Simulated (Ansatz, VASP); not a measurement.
## One calculation of NiO, two programs

```
CELL_PARAMETERS angstrom
0.00000 2.10848 2.10848
2.10848 0.00000 2.10848
2.10848 2.10848 0.00000
ATOMIC_POSITIONS crystal
Ni 0.00000 0.00000 0.00000
O 0.50000 0.50000 0.50000
```

Alike in both runs: task single point; functional PBEsol; k mesh 16 × 16 × 16; occupations fermi-dirac, width 0.03 eV; collinear spin.

|  | VASP | Ansatz |
| --- | --- | --- |
| version | VASP 6.6.1 | Ansatz 0.2.0 |
| potentials or method | VASP PAW PBE potentials, release 64 (Ni, O), cutoff 520 eV | all-electron LAPW, scalar-relativistic |

|  | VASP | Ansatz | Ansatz less VASP |
| --- | --- | --- | --- |
| pressure (GPa) | -12.0 | -11.3 | +0.72 |
| net moment per atom (μB) | 0.77 | 0.82 | +0.046 |
| size of the moment on the site where the two differ most (μB) | 1.28 | 1.37 | +0.087 |

VASP's potentials were made for PBE, not for PBEsol. Site moments also hang on the region over which each program counts them. Ansatz ran all-electron here, and VASP with PAW potentials.
